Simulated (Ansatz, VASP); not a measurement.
# One calculation of CaSe, two programs

```
Ca Se
1.0
     3.64610    0.05966    0.05966
     0.05966    3.64610    0.05966
     0.05966    0.05966    3.64610
Ca Se
1 1
Direct
  0.00000 0.00000 0.00000
  0.50000 0.50000 0.50000
```

Change from the starting cell: epitaxial_111 strain -1.3%.

Alike in both runs: task single point; functional r2SCAN; k mesh 8 × 8 × 8; no spin polarisation.

```csv
,VASP,Ansatz
version,VASP 6.6.1,Ansatz 0.2.0
potentials or method,"VASP PAW PBE potentials, release 64 (Ca_sv, Se)","plane waves, PAW"
plane-wave cutoff (eV),520,500
occupations,"gaussian, width 0.01 eV",fixed
valence electrons in the cell,16,26
```

|  | VASP | Ansatz | Ansatz less VASP |
| --- | --- | --- | --- |
| gap on the k mesh at the Fermi level (eV) | 1.28 | 1.27 | -0.008 |
| pressure (GPa) | -0.2 | -0.4 | -0.22 |
| traceless stress, the component that is largest in VASP (GPa) | 0.16 | 0.18 | +0.021 |

VASP's potentials were made for PBE, not for r2SCAN. VASP's potentials hold 16 valence electrons a cell and Ansatz's 26, so a difference there can come from the potentials and not from the codes.
